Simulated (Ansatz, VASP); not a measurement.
**WS2: VASP beside Ansatz**

INCAR

```
SYSTEM = WS2
PREC = Accurate
ENCUT = 520
EDIFF = 1E-6
ISMEAR = -1
SIGMA = 0.05
LREAL = .False.
LASPH = .True.
NELM = 100
ALGO = Normal
ISIF = 2
LWAVE = .False.
LCHARG = .False.
GGA = RP
NBANDS = 64
```

The input KPOINTS:

```
regular mesh
0
Gamma
  7 7 1
  0 0 0
```

File POSCAR:

```
WS2
1.0
    3.1831225544      0.0000000000      0.0000000000
   -1.5915612772      2.7566649955      0.0000000000
    0.0000000000      0.0000000000     35.1805582101
W S
4 8
Direct
    0.3333333333      0.6666666667      0.5923166100
    0.3333333333      0.6666666667      0.2234000000
    0.6666666667      0.3333333333      0.7766000000
    0.6666666667      0.3333333333      0.4076833900
    0.3333333333      0.6666666667      0.8211496400
    0.3333333333      0.6666666667      0.4520236900
    0.6666666667      0.3333333333      0.6366210700
    0.6666666667      0.3333333333      0.2677418400
    0.3333333333      0.6666666667      0.7322581600
    0.3333333333      0.6666666667      0.3633789300
    0.6666666667      0.3333333333      0.5479763100
    0.6666666667      0.3333333333      0.1788503600
```

input.yaml

```yaml
crystal:
  lattice:
    - [3.1831225544, 0.0, 0.0]
    - [-1.5915612772, 2.7566649955, 0.0]
    - [0.0, 0.0, 35.1805582101]
  atoms:
    - { symbol: W, position: [0.3333333333, 0.6666666667, 0.59231661] }
    - { symbol: W, position: [0.3333333333, 0.6666666667, 0.2234] }
    - { symbol: W, position: [0.6666666667, 0.3333333333, 0.7766] }
    - { symbol: W, position: [0.6666666667, 0.3333333333, 0.40768339] }
    - { symbol: S, position: [0.3333333333, 0.6666666667, 0.82114964] }
    - { symbol: S, position: [0.3333333333, 0.6666666667, 0.45202369] }
    - { symbol: S, position: [0.6666666667, 0.3333333333, 0.63662107] }
    - { symbol: S, position: [0.6666666667, 0.3333333333, 0.26774184] }
    - { symbol: S, position: [0.3333333333, 0.6666666667, 0.73225816] }
    - { symbol: S, position: [0.3333333333, 0.6666666667, 0.36337893] }
    - { symbol: S, position: [0.6666666667, 0.3333333333, 0.54797631] }
    - { symbol: S, position: [0.6666666667, 0.3333333333, 0.17885036] }
hamiltonian:
  xc: rpbe
  pseudopotentials: { kind: paw }
kpoints:
  mp_grid: { grid: [7, 7, 1] }
  band_path:
    path:
      - [[0.0, 0.0, 0.0], [0.5, 0.0, 0.0], [0.3333333333, 0.3333333333, 0.0], [0.0, 0.0, 0.0], [0.0, 0.0, 0.5], [0.5, 0.0, 0.5], [0.3333333333, 0.3333333333, 0.5], [0.0, 0.0, 0.5]]
      - [[0.5, 0.0, 0.5], [0.5, 0.0, 0.0]]
      - [[0.3333333333, 0.3333333333, 0.0], [0.3333333333, 0.3333333333, 0.5]]
    npoints: 10
scf:
  occupations: { method: fermi_dirac, width: 0.05 }
  n_extra_bands: 30
output:
  forces: true
  stress: true
  eigenvalues: true
  fatbands: false
```

Alike in both runs: functional RPBE; k mesh 7 × 7 × 1; occupations fermi-dirac, width 0.05 eV; no spin polarisation.

|  | VASP | Ansatz |
| --- | --- | --- |
| version | VASP 6.6.1 | Ansatz 0.2.0 |
| potentials or method | VASP PAW PBE potentials, release 64 (W_sv, S) | Ansatz PAW |
| plane-wave cutoff (eV) | 520 | 420 |
| valence electrons in the cell | 104 | 104 |
| task | single point | band structure |

|  | VASP | Ansatz | Ansatz less VASP |
| --- | --- | --- | --- |
| gap on the k mesh at the Fermi level (eV) | 1.47 | 1.46 | -0.011 |
| least direct gap on the mesh (eV) | 2.39 | 2.38 | -0.002 |
| rms of the force components (eV/Å) | 0.146 | 0.150 | +0.0043 |

VASP's potentials were made for PBE, not for RPBE. Atom by atom the forces differ by 0.004 eV/Å (rms over components).

Spin-orbit coupling is off throughout. Noted on Ansatz's run: the k mesh misses the band edges, so the gap on the mesh is wider than the one along the path.
